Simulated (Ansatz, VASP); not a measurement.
## One calculation of MgH6, two programs

```
CELL_PARAMETERS angstrom
4.25681 0.00000 0.00000
-2.12841 3.68651 0.00000
0.00000 0.00000 3.77050
ATOMIC_POSITIONS crystal
Mg 0.00000 0.00000 0.00000
H 0.66667 0.33333 0.60164
H 0.66667 0.33333 0.39836
H 0.00000 0.00000 0.50000
H 0.43475 0.56525 0.00000
H 0.43475 0.86951 0.00000
H 0.13049 0.56525 0.00000
```

Alike in both runs: functional PBE; k mesh 6 × 6 × 4; occupations gaussian, width 0.1 eV; no spin polarisation.

Ansatz relaxed the structure, and its values are those at the end. VASP's run is a single point on that final structure, the one shown.

```csv
,VASP,Ansatz
version,VASP 6.6.1,Ansatz 0.2.0
potentials or method,"VASP PAW PBE potentials, release 64 (Mg, H), cutoff 520 eV","scalar-relativistic, plane waves, PAW"
valence electrons in the cell,8,16
```

```tsv
	VASP	Ansatz	Ansatz less VASP
gap on the k mesh at the Fermi level (eV)	none	none	-
pressure (GPa)	-0.2	0.1	+0.25
rms of the force components (eV/Å)	0.006	0.003	-0.0027
```

A gap of «none» marks a metal or a gap that the smearing closes. The functional is the same, so the differences come from potentials, cutoffs and numerics. VASP's potentials hold 8 valence electrons a cell and Ansatz's 16, so a difference there can come from the potentials and not from the codes.

The k mesh is coarse, so the values compare programs but aren't converged.
